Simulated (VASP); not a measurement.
Write the native input for VASP 6.6.1 that does the following.

* Task: single point
* Functional: PBE
* Dispersion: D3(BJ)
* Potentials or basis: VASP PAW PBE potentials, release 64 (Sn_d, O_h)
* Cutoff: 1000 eV
* k mesh: 7 × 7 × 1
* Occupations: gaussian, width 0.05 eV
* Spin: no spin polarisation
* Dipole correction: yes
* Further INCAR settings: ALGO = Normal; EDIFF = 1e-06; NBANDS = 50; NELMDL = -8

The structure of SnO lies in POSCAR:

```
SnO
1.0
    3.8201636883      0.0000000000      0.0000000000
    0.0000000000      3.8201636883      0.0000000000
    0.0000000000      0.0000000000     22.2260802162
Sn O
4 4
Direct
    0.7500000000      0.2500000000      0.2024648501
    0.2500000000      0.7500000000      0.3087831971
    0.7500000000      1.2500000000      0.4977503906
    1.2500000000      0.7500000000      0.6040687375
    0.2500000000      0.2500000000      0.2556240236
    0.7500000000      0.7500000000      0.2556240236
    1.2500000000      1.2500000000      0.5509095640
    0.7500000000      0.7500000000      0.5509095640
```

This cell differs from its parent crystal: layers slid over each other.

These files were run (other wordings do the same):

INCAR

```
PREC = Accurate ; ENCUT = 1000
EDIFF = 1E-6 ; ISMEAR = 0
SIGMA = 0.05 ; LREAL = F
LASPH = T ; NELM = 120
ALGO = Normal ; ISIF = 2
LWAVE = F ; LCHARG = T
LDIPOL = T ; IDIPOL = 3
DIPOL = 0.5 0.5 0.403 ; GGA = PE
IVDW = 12 ; LELF = T
LVHAR = T ; LVACPOTAV = T
NBANDS = 50 ; GGA_COMPAT = F
NELMDL = -8
```

KPOINTS

```
Automatic mesh
0
Gamma
  7 7 1
```

Potentials or basis: VASP PAW PBE potentials, release 64 (Sn_d, O_h).

The run is started by

```console
$ cat potpaw_PBE.64/Sn_d/POTCAR potpaw_PBE.64/O_h/POTCAR > POTCAR
$ mpirun -np 1 vasp_std > vasp.out
```

Results of the run:

| Property | Result |
| --- | --- |
| Largest force | 0.180 eV/Å |
| Band gap on the k mesh | 2.58 eV (least direct gap 2.59 eV) |
| Dispersion energy per atom | -0.155 eV |

Caveat: the cell differs from its parent crystal (layers slid over each other); spin-orbit coupling is left out, which moves the levels of the heavy elements.

Wall time 9.9 min on 1 thread of Intel(R) Xeon(R) Platinum 8375C CPU @ 2.90GHz (Ice Lake), on a shared host, peak memory 0.9 GiB.
